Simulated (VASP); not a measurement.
# SiC: single point with LDA

The system is SiC.

```
CELL_PARAMETERS angstrom
2.97561 0.00000 0.00000
-1.48780 2.57695 0.00000
0.00000 0.00000 5.29153
ATOMIC_POSITIONS crystal
Si 0.33333 0.66667 0.00792
Si 0.66667 0.33333 0.50792
C 0.33333 0.66667 0.37708
C 0.66667 0.33333 0.87708
```

This cell differs from its parent crystal: volume 10.144 Å^3 an atom, c/a of the conventional cell 1.7783.

```json
{"Program": "VASP 6.6.1", "Task": "single point", "Functional": "LDA", "Potentials or basis": "VASP PAW LDA potentials, release 64 (Si, C)", "Cutoff": "520 eV", "k mesh": "12 × 12 × 6", "Occupations": "gaussian, width 0.05 eV", "Spin": "no spin polarisation", "Dipole correction": "no", "Further INCAR settings": "ALGO = Normal; EDIFF = 1e-06; NBANDS = 16"}
```

The pressure is 1.4 GPa, the largest force is 0.004 eV/Å and the band gap on the k mesh is 1.51 eV, indirect (least direct gap 4.18 eV).

Forces in eV/Å, atoms in the order of the input:
```
Si   0.000  0.000  0.004
Si   0.000  0.000  0.004
C    0.000  0.000 -0.004
C    0.000  0.000 -0.004
```

Stress tensor (GPa, compression positive):
```
 15.45   0.00   0.00
  0.00  15.45   0.00
  0.00   0.00 -26.65
```

Levels at points of the mesh, in eV from the valence-band top:
```csv
k point,band 4,band 5,band 6,band 7,band 8,band 9,band 10,band 11,band 12,band 13
"(0.00, 0.00, 0.00)",-0.99,-0.99,-0.95,0.00,0.00,4.33,5.99,7.13,7.13,8.16
"(0.50, 0.00, 0.00)",-6.94,-5.72,-3.67,-3.12,-1.41,3.09,3.34,6.74,7.08,8.40
"(0.00, 0.00, 0.50)",-5.42,-0.53,-0.53,-0.53,-0.53,6.63,6.63,7.74,7.74,7.74
"(0.50, 0.00, 0.50)",-8.57,-3.00,-3.00,-2.40,-2.40,2.61,2.61,4.94,4.94,9.90
```

It took 86 s on 1 thread of AMD EPYC 7R13, on a shared host, peak memory 0.13 GiB.

 A k mesh can miss the band edges.
